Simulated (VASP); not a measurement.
# Re (P6_3/mmc) in VASP: a series of runs

Re is run at these levels: RPBE+D3(BJ), PBEsol+D4, RPBE+D4, BLYP; tasks: single point.

All numbers are computed with VASP 6.6.1; they aren't measurements. Logs are shortened: lines on timing, memory, paths and dates and some standing lists are left out, and cuts for length are marked.

**1. The cell of the first run**

Symmetry: P6_3/mmc, No. 194, hexagonal system. The conventional cell has a = 2.676 Å, b = 2.676 Å, c = 4.330 Å, α = 90.00°, β = 90.00°, γ = 120.00°. Within 3.5 Å of Re (site symmetry -6m2) lie 12 Re at 2.66 to 2.68 Å.

**2. Single point, RPBE+D3(BJ)**

File INCAR:

```
ALGO     = Normal         # electronic algorithm
EDIFF    = 1E-6           # SCF threshold, eV
ENCUT    = 520            # plane-wave cutoff, eV
GGA      = RP             # functional
ISIF     = 2              # what is computed and relaxed
ISMEAR   = -1             # smearing method
IVDW     = 12             # dispersion correction
LASPH    = True           # aspherical terms in the spheres
LCHARG   = True           # write CHGCAR
LELF     = True           # ELF
LREAL    = False          # projectors in reciprocal space
LVHAR    = True         
LWAVE    = False          # write WAVECAR
NBANDS   = 14             # bands
NELM     = 100            # most SCF steps
PREC     = Accurate       # precision mode
SIGMA    = 0.05           # smearing width, eV
```

File KPOINTS:

```
k-points
0
Gamma
  11 11 6
```

File POSCAR:

```
Re
1.0
    2.6764368757      0.0000000000      0.0000000000
   -1.3382184379      2.3178623260      0.0000000000
    0.0000000000      0.0000000000      4.3299075055
Re
2
Direct
    0.6666666667      0.3333333333      0.7500000000
    0.3333333333      0.6666666667      0.2500000000
```

Potentials or basis: VASP PAW PBE potentials, release 64 (Re).

Started as:

```sh
$ cat potpaw_PBE.64/Re/POTCAR > POTCAR
$ mpirun -np 1 vasp_std > vasp.out
```

OUTCAR:

```text
EDIFF = 1E-6
   ENCUT = 520
   GGA = RP
   ISIF = 2
   ISMEAR = -1
   IVDW = 12
   LASPH = True
   LREAL = False
   NELM = 100
   PREC = Accurate
 IVDW          = 12

 ion  position               nearest neighbor table
   1  0.667  0.333  0.750-   2 2.66   2 2.66   2 2.66   2 2.66   2 2.66   2 2.66
   2  0.333  0.667  0.250-   1 2.66   1 2.66   1 2.66   1 2.66   1 2.66   1 2.66

  LATTYP: Found a hexagonal cell.
 ALAT       =     2.6764368757
 C/A-ratio  =     1.6177880169

  Lattice vectors:

 A1 = (   2.6764368757,   0.0000000000,   0.0000000000)
 A2 = (  -1.3382184379,   2.3178623260,   0.0000000000)
 A3 = (   0.0000000000,   0.0000000000,   4.3299075055)

Analysis of symmetry for initial positions (statically):
=====================================================================
 Subroutine PRICEL returns:
 Original cell was already a primitive cell.

 Routine SETGRP: Setting up the symmetry group for a
 hexagonal supercell.

 Subroutine GETGRP returns: Found 24 space group operations
 (whereof 12 operations were pure point group operations)
 out of a pool of 24 trial point group operations.

The static configuration has the point symmetry D_3d.
 The point group associated with its full space group is D_6h.

Analysis of symmetry for dynamics (positions and initial velocities):
=====================================================================
 Subroutine PRICEL returns:
 Original cell was already a primitive cell.

 Routine SETGRP: Setting up the symmetry group for a
 hexagonal supercell.

 Subroutine GETGRP returns: Found 24 space group operations
 (whereof 12 operations were pure point group operations)
 out of a pool of 24 trial point group operations.

The dynamic configuration has the point symmetry D_3d.
 The point group associated with its full space group is D_6h.

 Subroutine INISYM returns: Found 24 space group operations
 (whereof 12 operations are pure point group operations),
 and found     1 'primitive' translations

----------------------------------------------------------------------------------------

                                     Primitive cell

  volume of cell :      26.8611

  direct lattice vectors                    reciprocal lattice vectors
     2.676436876  0.000000000  0.000000000     0.373631080  0.215716005  0.000000000
    -1.338218438  2.317862326  0.000000000     0.000000000  0.431432009  0.000000000
     0.000000000  0.000000000  4.329907505     0.000000000  0.000000000  0.230951816

  length of vectors
     2.676436876  2.676436876  4.329907505     0.431432009  0.431432009  0.230951816

  position of ions in fractional coordinates (direct lattice)
     0.666666667  0.333333333  0.750000000
     0.333333333  0.666666667  0.250000000

  ion indices of the primitive-cell ions
   primitive index   ion index
                 1           1
                 2           2

----------------------------------------------------------------------------------------

 KPOINTS: k-points

Automatic generation of k-mesh.
 Grid dimensions read from file:
 generate k-points for:   11   11    6

 Generating k-lattice:

  Cartesian coordinates                     Fractional coordinates (reciprocal lattice)
     0.033966462  0.019610546  0.000000000     0.090909091  0.000000000  0.000000000
     0.000000000  0.039221092  0.000000000     0.000000000  0.090909091  0.000000000
     0.000000000  0.000000000  0.038491969     0.000000000  0.000000000  0.166666667

  Length of vectors
     0.039221092  0.039221092  0.038491969

  Shift w.r.t. Gamma in fractional coordinates (k-lattice)
     0.000000000  0.000000000  0.000000000

 Subroutine IBZKPT returns following result:
 ===========================================

 Found     64 irreducible k-points:

 Following reciprocal coordinates:
            Coordinates               Weight
  0.000000  0.000000  0.000000      1.000000
  0.090909  0.000000  0.000000      6.000000
  0.181818 -0.000000  0.000000      6.000000
  0.272727  0.000000  0.000000      6.000000
  0.363636  0.000000  0.000000      6.000000
  0.454545  0.000000  0.000000      6.000000
[... 16 lines left out ...]
  0.090909  0.090909  0.166667     12.000000
  0.181818  0.090909  0.166667     24.000000
 [... further k-points ...]
   k-points           NKPTS =     64   k-points in BZ     NKDIM =     64   number of bands    NBANDS=     14
   number of dos      NEDOS =    301   number of ions     NIONS =      2
   total plane-waves  NPLWV =  12800
   dimension x,y,z NGX =    20 NGY =   20 NGZ =   32
   dimension x,y,z NGXF=    40 NGYF=   40 NGZF=   64
   ions per type =               2
   NGX,Y,Z   is equivalent  to a cutoff of  12.42, 12.42, 12.29 a.u.
   NGXF,Y,Z  is equivalent  to a cutoff of  24.85, 24.85, 24.57 a.u.
 SYSTEM =  unknown system
   PREC   = accura    normal or accurate (medium, high low for compatibility)
   ISTART =      0    job   : 0-new  1-cont  2-samecut
   ICHARG =      2    charge: 1-file 2-atom 10-const
   ISPIN  =      1    spin polarized calculation?
   LNONCOLLINEAR =      F non collinear calculations
   LSORBIT =      F    spin-orbit coupling
   LASPH  =      T    aspherical Exc in radial PAW
   ENCUT  =  520.0 eV  38.22 Ry    6.18 a.u.   4.98  4.98  8.05*2*pi/ulx,y,z
   NELM   =    100;   NELMIN=  2; NELMDL= -5     # of ELM steps
   EDIFF  = 0.1E-05   stopping-criterion for ELM
   LREAL  =      F    real-space projection
   EDIFFG = 0.1E-04   stopping-criterion for IOM
   NSW    =      0    number of steps for IOM
   IBRION =     -1    ionic relax: 0-MD 1-quasi-New 2-CG
   NFREE  =      0    steps in history (QN), initial steepest desc. (CG)
   ISIF   =      2    stress and relaxation
   ISYM   =      2    0-nonsym 1-usesym 2-fastsym
   POTIM  = 0.5000    time-step for ionic-motion
   TEBEG  =    0.0;   TEEND  =   0.0 temperature during run
   PSTRESS=    0.0 pullay stress
   NELECT =      14.0000    total number of electrons
   NUPDOWN=      -1.0000    fix difference up-down
   EMIN   =  10.00;   EMAX   =-10.00  energy-range for DOS
   EFERMI =   0.00;   METHOD = LEGACY
   ISMEAR =    -1;   SIGMA  =   0.05  broadening in eV -4-tet -1-fermi 0-gaus
   EFERMI_NEDOS =   21; number of points for ismear=-14 and -15
   IALGO  =     38    algorithm
   IMIX   =      4    mixing-type and parameters
     AMIX     =   0.40;   BMIX     =  1.00
     AMIX_MAG =   1.60;   BMIX_MAG =  1.00
  volume/ion in A,a.u.               =      13.43        90.63
  Fermi-wavevector in a.u.,A,eV,Ry     =   1.317477  2.489671 23.616258  1.735746
  Thomas-Fermi vector in A             =   2.447515
   LORBIT       =      0    0 simple, 1 ext, 2 COOP (PROOUT), +10 PAW based schemes
   GGA     = RP    functional components
   LHFCALC =     F    Hartree Fock is set to
   AEXX    =    0.0000 exact exchange contribution
   IVDW    =    12    specifies the selected vdW correction
   LEPSILON=     F    determine dielectric tensor
   LRPA    =     F    only Hartree local field effects (RPA)
 non-spin polarized calculation
  energy-cutoff  :      520.00
  volume of cell :       26.86
 maximum number of plane-waves:       748
 NGX is ok and might be reduce to    20
   NGX =  9   NGY =  9   NGZ = 17

 number of electron      14.0000000 magnetization

 Free energy of the ion-electron system (eV)
  ---------------------------------------------------
  ext. energy  EPLUGINS =         0.00000000
  ---------------------------------------------------
  free energy    TOTEN  =       -23.13692437 eV

  energy without entropy =      -23.12604661  energy(sigma->0) =      -23.13148549

 E-fermi :   9.1665     XC(G=0): -14.2164

 val. band max:        9.0992829412   @ k =   0.1818  -0.0000   0.1667
 cond. band min:       9.1702867993   @ k =   0.1818   0.0909   0.0000
 fundamental gap:      0.0710038581
 Fermi energy:         9.1664991834

 k-point     1 :       0.0000    0.0000    0.0000
  band No.  band energies     occupation
      1      -1.3559      2.00000
      2       1.8115      2.00000
      3       7.2879      2.00000
      4       7.3005      2.00000
      5       7.3005      2.00000
      6       8.2644      2.00000
      7       8.2644      2.00000
      8       9.3464      0.05330
      9       9.3464      0.05330
     10       9.9506      0.00000
     11      12.9395      0.00000
     12      12.9395      0.00000
     13      20.4081      0.00000
     14      23.3477      0.00000

 k-point     2 :       0.0909    0.0000    0.0000
  band No.  band energies     occupation
      1      -0.9812      2.00000
      2       2.1610      2.00000
      3       6.5738      2.00000
      4       7.6512      2.00000
      5       7.8525      2.00000
      6       8.0423      2.00000
      7       8.4708      2.00000
      8       8.5976      1.99998
      9       9.0524      1.81491
     10       9.3342      0.06748
     11      13.1452      0.00000
     12      14.4258      0.00000
     13      20.4235      0.00000
     14      24.2021      0.00000

 k-point     3 :       0.1818   -0.0000    0.0000
  band No.  band energies     occupation
      1       0.0391      2.00000
      2       2.9678      2.00000
      3       5.8323      2.00000
      4       6.6061      2.00000
      5       7.3558      2.00000
      6       8.4068      2.00000
      7       8.6706      1.99990
      8       8.8112      1.99836
      9       8.8319      1.99752
     10       9.5585      0.00079
     11      13.5439      0.00000
     12      16.8694      0.00000
     13      20.2156      0.00000
     14      26.1446      0.00000
[... 324 lines left out ...]
 k-point    23 :       0.0909    0.0909    0.1667
  band No.  band energies     occupation
      1       0.0459      2.00000
      2       2.8613      2.00000
      3       6.0108      2.00000
      4       6.3637      2.00000
      5       7.3047      2.00000
      6       7.9217      2.00000
      7       8.1963      2.00000
      8       8.8153      1.99822
      9       9.6799      0.00007
     10       9.6978      0.00005
     11      13.2740      0.00000
     12      15.2914      0.00000
     13      21.6839      0.00000
     14      25.0374      0.00000

 k-point    24 :       0.1818    0.0909    0.1667
  band No.  band energies     occupation
      1       1.1728      2.00000
      2       3.6878      2.00000
      3       5.1547      2.00000
      4       5.4900      2.00000
      5       6.8828      2.00000
      6       7.6953      2.00000
      7       8.4125      2.00000
      8       9.4374      0.00884
      9      10.2641      0.00000
     10      10.7164      0.00000
     11      13.4328      0.00000
     12      16.8841      0.00000
     13      21.4633      0.00000
     14      26.2548      0.00000

 [... further k-points ...]

------------------------ aborting loop because EDIFF is reached ----------------------------------------

 Edisp (eV)   -9.44485

 E8    (eV) :    -6.8389

  FORCE on cell =-STRESS in cart. coord.  units (eV):
  Direction    XX          YY          ZZ          XY          YZ          ZX
  --------------------------------------------------------------------------------------
  -------------------------------------------------------------------------------------
  Total       0.06531     0.06531     0.03385    -0.00000     0.00000     0.00000
  in kB       3.89536     3.89536     2.01923    -0.00000     0.00000     0.00000
  external pressure =        3.27 kB  Pullay stress =        0.00 kB

 VOLUME and BASIS-vectors are now :
 -----------------------------------------------------------------------------
  energy-cutoff  :      520.00
  volume of cell :       26.86
      direct lattice vectors                 reciprocal lattice vectors
     2.676436876  0.000000000  0.000000000     0.373631080  0.215716005  0.000000000
    -1.338218438  2.317862326  0.000000000     0.000000000  0.431432009  0.000000000
     0.000000000  0.000000000  4.329907505     0.000000000  0.000000000  0.230951816

 POSITION                                       TOTAL-FORCE (eV/Angst)
 -----------------------------------------------------------------------------------
      1.33822      0.77262      3.24743         0.000000      0.000000      0.000000
     -0.00000      1.54524      1.08248        -0.000000      0.000000      0.000000
 -----------------------------------------------------------------------------------
    total drift:                               -0.000000      0.000000     -0.000000

  FREE ENERGIE OF THE ION-ELECTRON SYSTEM (eV)
  ---------------------------------------------------
  free  energy   TOTEN  =       -32.5817740722 eV

  energy  without entropy=      -32.5708963120  energy(sigma->0) =      -32.57633519
```

Wall time 14 s (1 thread of Intel Xeon 6975P-C (Granite Rapids), shared host); peak memory 0.15 GiB.

Results:

```yaml
Free_energy: -32.5818 eV
Pressure: 0.3 GPa
Band_gap_on_the_k_mesh: zero (bands 7 and 8 overlap by 3.62 eV)
Dispersion_energy_per_atom: -4.722 eV
```

Stress tensor (GPa, compression positive):
```
0.39 0.00 0.00
0.00 0.39 0.00
0.00 0.00 0.20
```

Caveat: the PAW data sets were made with another functional, which shifts forces and pressure a little; spin-orbit coupling is left out, which moves the levels of the heavy elements.

**3. Single point, PBEsol+D4**

This run uses another cell than the first one, of 14.40 Å³/atom.

File INCAR:

```
PREC     = Accurate       # precision mode
ENCUT    = 520            # plane-wave cutoff, eV
EDIFF    = 1E-6           # SCF threshold, eV
ISMEAR   = -1             # smearing method
SIGMA    = 0.05           # smearing width, eV
LREAL    = F              # projectors in reciprocal space
LASPH    = T              # aspherical terms in the spheres
NELM     = 80             # most SCF steps
ALGO     = Normal         # electronic algorithm
ISIF     = 2              # what is computed and relaxed
LWAVE    = F              # write WAVECAR
LCHARG   = F              # write CHGCAR
GGA      = PS             # functional
IVDW     = 13             # dispersion correction
NBANDS   = 14             # bands
```

File KPOINTS:

```
Automatic mesh
0
Gamma
  11 11 6
```

File POSCAR:

```
Re
1.0
    2.7404786118      0.0000000000      0.0000000000
   -1.3702393059      2.3733240963      0.0000000000
    0.0000000000      0.0000000000      4.4275269430
Re
2
Direct
    0.6666666667      0.3333333333      0.7500000000
    0.3333333333      0.6666666667      0.2500000000
```

Potentials or basis: VASP PAW PBE potentials, release 64 (Re).

Started as:

```sh
$ cat potpaw_PBE.64/Re/POTCAR > POTCAR
$ mpirun -np 1 vasp_std > vasp.out
```

Wall time 16 s (1 thread of Intel Xeon 6975P-C (Granite Rapids), shared host); peak memory 0.15 GiB.

It converged, with:

* Free energy: -27.5747 eV
* Pressure: 0.2 GPa
* Band gap on the k mesh: zero (bands 7 and 8 overlap by 3.18 eV)
* Dispersion energy per atom: -0.420 eV

Stress tensor (GPa, compression positive):
```
0.22 0.00 0.00
0.00 0.22 0.00
0.00 0.00 0.06
```

Levels at points of the mesh, in eV from the Fermi level:
```csv
k point,band 3,band 4,band 5,band 6,band 7,band 8,band 9,band 10,band 11,band 12
"(0.00, 0.00, 0.00)",-1.65,-1.65,-1.65,-0.78,-0.78,0.18,0.18,0.65,3.46,3.46
"(0.00, 0.00, 0.50)",-2.46,-2.46,-1.78,-1.78,-1.78,-1.78,2.63,2.63,2.63,2.63
```

Caveat: the PAW data sets were made with another functional, which shifts forces and pressure a little; spin-orbit coupling is left out, which moves the levels of the heavy elements.

**4. Single point, RPBE+D4**

This run uses another cell than the first one, of 14.60 Å³/atom.

Edit INCAR of step 3 so:

```diff
@@ -2,3 +2,3 @@
 ENCUT    = 520            # plane-wave cutoff, eV
-EDIFF    = 1E-6           # SCF threshold, eV
+EDIFF    = 1E-7           # SCF threshold, eV
 ISMEAR   = -1             # smearing method
@@ -12,3 +12,3 @@
 LCHARG   = F              # write CHGCAR
-GGA      = PS             # functional
+GGA      = RP             # functional
 IVDW     = 13             # dispersion correction
```

KPOINTS is that of step 3.

File POSCAR:

```
Re
1.0
    2.7524460961      0.0000000000      0.0000000000
   -1.3762230480      2.3836882418      0.0000000000
    0.0000000000      0.0000000000      4.4502224365
Re
2
Direct
    0.6666666667      0.3333333333      0.7500000000
    0.3333333333      0.6666666667      0.2500000000
```

Started as:

```sh
$ cat potpaw_PBE.64/Re/POTCAR > POTCAR
$ mpirun -np 1 vasp_std > vasp.out
```

Run time: 19 s. Hardware: 1 thread of Intel Xeon 6975P-C (Granite Rapids), shared host; peak memory 0.15 GiB.

It converged, with:

```
Free energy                : -26.0613 eV
Pressure                   : -0.5 GPa
Band gap on the k mesh     : zero (bands 7 and 8 overlap by 3.08 eV)
Dispersion energy per atom : -1.229 eV
```

Stress tensor (GPa, compression positive):
```
-0.46  0.00  0.00
 0.00 -0.46  0.00
 0.00  0.00 -0.67
```

Levels at points of the mesh, in eV from the Fermi level:
| k point | band 5 | band 6 | band 7 | band 8 | band 9 | band 10 |
| --- | --- | --- | --- | --- | --- | --- |
| (0.00, 0.00, 0.00) | -1.60 | -0.76 | -0.76 | 0.19 | 0.19 | 0.59 |
| (0.00, 0.00, 0.50) | -1.73 | -1.73 | -1.73 | -1.73 | 2.57 | 2.57 |

Caveat: the PAW data sets were made with another functional, which shifts forces and pressure a little; spin-orbit coupling is left out, which moves the levels of the heavy elements.

**5. Single point, BLYP**

This run uses another cell than the first one, of 14.71 Å³/atom.

File INCAR:

```
SYSTEM = Re
  AGGAC = 1.0
  AGGAX = 1.0
  ALDAC = 0.0
  ALDAX = 1.0
  ALGO = Fast
  EDIFF = 1E-6
  ENCUT = 520
  GGA = B5
  ISIF = 2
  ISMEAR = -1
  LASPH = .TRUE.
  LCHARG = .FALSE.
  LREAL = .FALSE.
  LWAVE = .FALSE.
  NBANDS = 14
  NELM = 100
  PREC = Accurate
  SIGMA = 0.05
```

File KPOINTS:

```
k-points
0
G
  11 11 6
  0 0 0
```

File POSCAR:

```
Re
1.0
    2.7608000000      0.0000000000      0.0000000000
   -1.3804000000      2.3909229348      0.0000000000
    0.0000000000      0.0000000000      4.4582000000
Re
2
Direct
    0.6666666667      0.3333333333      0.7500000000
    0.3333333333      0.6666666667      0.2500000000
```

Started as:

```sh
$ cat potpaw_PBE.64/Re/POTCAR > POTCAR
$ mpirun -np 1 vasp_std > vasp.out
```

Run time: 24 s. Hardware: 1 thread of Intel Xeon 6975P-C (Granite Rapids), shared host; peak memory 0.16 GiB.

It converged, with:

```yaml
Free_energy: -21.4190 eV
Pressure: 22.0 GPa
Band_gap_on_the_k_mesh: zero (bands 7 and 8 overlap by 3.35 eV)
```

Stress tensor (GPa, compression positive):
```
22.24  0.00  0.00
 0.00 22.24  0.00
 0.00  0.00 21.41
```

Levels at points of the mesh, in eV from the Fermi level:
| k point | band 4 | band 5 | band 6 | band 7 | band 8 | band 9 | band 10 | band 11 |
| --- | --- | --- | --- | --- | --- | --- | --- | --- |
| (0.00, 0.00, 0.00) | -1.64 | -1.64 | -0.82 | -0.82 | 0.10 | 0.10 | 0.91 | 3.29 |
| (0.00, 0.00, 0.50) | -2.37 | -1.78 | -1.78 | -1.78 | -1.78 | 2.46 | 2.46 | 2.46 |

Caveat: the cell stands under pressure; the PAW data sets were made with another functional, which shifts forces and pressure a little; spin-orbit coupling is left out, which moves the levels of the heavy elements.

**6. Overview**

| level | cell | gap on the mesh (eV) | pressure (GPa) |
| --- | --- | --- | --- |
| RPBE+D3(BJ) | a = 2.676, b = 2.676, c = 4.330 Å, angles 90.0, 90.0, 120.0°, 2 atoms | none | 0.3 |
| PBEsol+D4 | a = 2.740, b = 2.740, c = 4.428 Å, angles 90.0, 90.0, 120.0°, 2 atoms | none | 0.2 |
| RPBE+D4 | a = 2.752, b = 2.752, c = 4.450 Å, angles 90.0, 90.0, 120.0°, 2 atoms | none | -0.5 |
| BLYP | a = 2.761, b = 2.761, c = 4.458 Å, angles 90.0, 90.0, 120.0°, 2 atoms | none | 22.0 |

Alike in all rows: task single point; potentials or basis VASP PAW PBE potentials, release 64 (Re); no spin polarisation; k mesh 11 × 11 × 6; cutoff (eV) 520; smearing fermi-dirac 0.05 eV.

Caveats: the PAW data sets were made with another functional, which shifts forces and pressure a little; spin-orbit coupling is left out, which moves the levels of the heavy elements; the cell stands under pressure (at least some runs).

Absolute energies hang on the potentials; compare differences alone.
